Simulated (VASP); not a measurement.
C: phonons with PBEsol+D3(BJ)

The system is C.

```
C
1.0
     0.00000    2.12817    3.32287
     1.22947    0.00000    3.32287
     1.22947    2.12817    0.00000
C
2
Direct
  0.16670 0.83330 0.16670
  0.83330 0.16670 0.83330
```

| Quantity | Value |
| --- | --- |
| Program | VASP 6.6.1 |
| Task | phonons |
| Functional | PBEsol |
| Dispersion | D3(BJ) |
| Potentials or basis | VASP PAW PBE potentials, release 64 (C) |
| Cutoff | 520 eV |
| k mesh | 18 × 18 × 18 |
| Occupations | gaussian, width 0.02 eV |
| Spin | no spin polarisation |
| Dipole correction | no |
| Further INCAR settings | ALGO = Normal; EDIFF = 1e-08; IBRION = 6; POTIM = 0.015; NSW = 1 |

* Highest phonon frequency at Γ: 1579 cm⁻¹
* Dispersion energy per atom: -0.111 eV

Phonon frequencies in cm⁻¹ (negative: imaginary):
```tsv
q point	frequencies
(0.000, 0.000, 0.000)	0 0 0 865 1570 1579
```

Wall time 6.8 min on 1 thread of Intel(R) Xeon(R) 6975P-C (Granite Rapids) (shared host), peak memory 0.48 GiB.
